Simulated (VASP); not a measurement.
Crystal: CuO.

```
CELL_PARAMETERS angstrom
2.85584 0.00000 0.00000
0.00000 2.85584 0.00000
0.00000 0.00000 2.85584
ATOMIC_POSITIONS crystal
Cu 0.00000 0.00000 0.00000
O 0.50000 0.50000 0.50000
```

```yaml
Program: VASP 6.6.1
Task: relaxation of cell and atoms
Functional: PBE
Potentials_or_basis: VASP PAW PBE potentials, release 64 (Cu, O)
Cutoff: 600 eV
k_mesh: 6 × 6 × 6
Occupations: gaussian, width 0.1 eV
Spin: collinear spin, ferromagnetic start
Starting_moments: "[1.0, 0.0] μB"
```

At the start: pressure -21.7 GPa; volume 11.65 Å³/atom.

Q: Where does the relaxation end?

A: Over 3 steps the energy falls by 203.8 meV/atom and the volume is 9.25 Å³/atom (-20.6 %); space group Pm-3m (No. 221, to 0.05 Å); moment 0.98 μB per cell.

Step by step:
| step | energy change (eV) | largest force (eV/Å) | pressure (GPa) | volume (Å³) |
| --- | --- | --- | --- | --- |
| 1 | 0.0000 | 0.0000 | -21.67 | 23.29 |
| 2 | -0.4071 | 0.0000 | 1.09 | 18.37 |
| 3 | -0.4077 | 0.0000 | 0.17 | 18.49 |

Final structure:
```xyz
2
Lattice="2.6444 0.0000 0.0000 0.0000 2.6444 0.0000 0.0000 0.0000 2.6444" Properties=species:S:1:pos:R:3 pbc="T T T"
Cu    0.0000    0.0000    0.0000
O     1.3222    1.3222    1.3222
```

Caveat: the k points lie up to 0.40 Å⁻¹ apart in the final cell; the volume moved by over 15 % at a fixed basis, so the end points are rough; a cell with one magnetic atom can't hold antiferromagnetic order, which such compounds often take.
